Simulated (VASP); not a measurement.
A run of VASP 6.6.1 is set up as follows.

File INCAR:

```
SYSTEM = ZnF2
PREC     = Accurate       ! precision mode
ENCUT    = 600            ! plane-wave cutoff, eV
EDIFF    = 1E-7           ! SCF threshold, eV
ISMEAR   = 0              ! smearing method
SIGMA    = 0.02           ! smearing width, eV
LREAL    = .FALSE.        ! projectors in reciprocal space
LASPH    = .TRUE.         ! aspherical terms in the spheres
NELM     = 120            ! most SCF steps
ALGO     = Normal         ! electronic algorithm
ISIF     = 4              ! what is computed and relaxed
LWAVE    = .FALSE.        ! write WAVECAR
LCHARG   = .FALSE.        ! write CHGCAR
GGA      = PE             ! functional
IBRION   = 2              ! ionic algorithm
NSW      = 50             ! ionic steps
EDIFFG   = -0.01          ! ionic threshold
GGA_COMPAT= .FALSE.      
NELMIN   = 4
```

File KPOINTS:

```
Automatic mesh
0
G
  6 6 8
  0 0 0
```

The input POSCAR:

```
ZnF2
1.0
    4.7515463475      0.0000000000      0.0000000000
    0.0000000000      4.7515463475      0.0000000000
    0.0000000000      0.0000000000      3.1434137093
Zn F
2 4
Direct
    0.0000000000      0.0000000000      0.0000000000
    0.5000000000      0.5000000000      0.5000000000
    0.3043835378      0.3043835378      0.0000000000
    0.1956164622      0.8043835378      0.5000000000
    0.6956164622      0.6956164622      0.0000000000
    0.8043835378      0.1956164622      0.5000000000
```

Potentials or basis: VASP PAW PBE potentials, release 64 (Zn, F).

The run is started by

```sh
$ cat potpaw_PBE.64/Zn/POTCAR potpaw_PBE.64/F/POTCAR > POTCAR
$ mpirun -np 1 vasp_std > vasp.out
```

Task: What does it give for the band gap on the k mesh?

Result: 3.45 eV.

Step by step:
```csv
step,energy change (eV),largest force (eV/Å),pressure (GPa),volume (Å³)
1,0.0000,0.0722,3.81,70.97
2,-0.0018,0.0393,3.68,70.97
3,-0.0028,0.0093,3.51,70.97
```

A k mesh can miss the band edges.
